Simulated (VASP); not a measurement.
Set up this calculation in VASP 6.6.1, as the native input.

| Quantity | Value |
| --- | --- |
| Task | single point |
| Functional | PBE |
| Potentials or basis | VASP PAW PBE potentials, release 64 (Mg, S) |
| Cutoff | 520 eV |
| k mesh | 8 × 8 × 8 |
| Occupations | gaussian, width 0.05 eV |
| Spin | no spin polarisation |
| Dipole correction | no |
| Further INCAR settings | ALGO = Normal; EDIFF = 1e-06; NBANDS = 11 |

The structure of MgS lies in POSCAR:

```
MgS
1.0
    0.0000000000      2.6016500000      2.6016500000
    2.6016500000      0.0000000000      2.6016500000
    2.6016500000      2.6016500000      0.0000000000
Mg S
1 1
Direct
    0.0000000000      0.0000000000      0.0203843748
    0.5000000000      0.5000000000      0.5000000000
```

This cell differs from its parent crystal: all Mg atoms moved +0.075 Å, as atom 1 along Cartesian [1 1 0].

The input as run:

INCAR

```
SYSTEM = MgS
PREC = Accurate
ENCUT = 520
EDIFF = 1E-6
ISMEAR = 0
SIGMA = 0.05
LREAL = .False.
LASPH = .True.
NELM = 100
ALGO = Normal
ISIF = 2
LWAVE = .False.
LCHARG = .False.
GGA = PE
NBANDS = 11
```

KPOINTS

```
regular mesh
0
Gamma
  8 8 8
  0 0 0
```

Potentials or basis: VASP PAW PBE potentials, release 64 (Mg, S).

Command:

```sh
$ cat potpaw_PBE.64/Mg/POTCAR potpaw_PBE.64/S/POTCAR > POTCAR
$ mpirun -np 1 vasp_std > vasp.out
```

Results of the run:

| Item | Value |
| --- | --- |
| Pressure | 1.0 GPa |
| Largest force | 0.211 eV/Å |
| Band gap on the k mesh | 2.78 eV, indirect (least direct gap 3.71 eV) |

Caveat: the cell differs from its parent crystal (all Mg atoms moved +0.075 Å, as atom 1 along Cartesian [1 1 0]).

Wall time 43 s on 1 thread of Intel Xeon 8259CL (shared host), peak memory 0.18 GiB.
